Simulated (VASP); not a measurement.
A run of VASP 6.6.1 is set up as follows.

Contents of INCAR:

```
PREC = Accurate
ENCUT = 500
EDIFF = 1E-7
ISMEAR = -1
SIGMA = 0.1
LREAL = False
LASPH = True
NELM = 120
ALGO = Normal
ISIF = 3
LWAVE = False
LCHARG = False
GGA = PS
IBRION = 2
NSW = 80
EDIFFG = -0.03
PSTRESS = 100.0
GGA_COMPAT = False
NELMIN = 4
```

Contents of KPOINTS:

```
Automatic mesh
0
Gamma
  18 18 18
```

File POSCAR:

```
Sc
1.0
   -1.8400000000      1.8400000000      1.8400000000
    1.8400000000     -1.8400000000      1.8400000000
    1.8400000000      1.8400000000     -1.8400000000
Sc
1
Direct
    0.0000000000      0.0000000000      0.0000000000
```

Potentials or basis: VASP PAW PBE potentials, release 64 (Sc_sv).

Launch:

```sh
$ cat potpaw_PBE.64/Sc_sv/POTCAR > POTCAR
$ mpirun -np 1 vasp_std > vasp.out
```

Question: What does it give for the band gap on the k mesh?

Answer: Zero (an odd number of electrons rules out a gap without spin polarisation).

Question: Estimate the space group after relaxing (to 0.1 Å).

Answer: Im-3m (No. 229).

Question: Predict the relaxed cell.

Answer: a = 2.997 Å, b = 2.997 Å, c = 2.997 Å, α = 109.47°, β = 109.47°, γ = 109.47°.

The path:
```tsv
step	energy change (eV)	largest force (eV/Å)	pressure (GPa)	volume (Å³)
1	0.0000	0.0000	-2.07	24.92
2	0.2638	0.0000	19.54	18.74
3	0.0844	0.0000	9.98	20.73
```

Caveat: the cell is relaxed towards a set pressure, so the run minimises the enthalpy, not the energy; the volume moved by over 15 % at a fixed basis, so the end points are rough; the PAW data sets were made with another functional, which shifts forces and pressure a little.
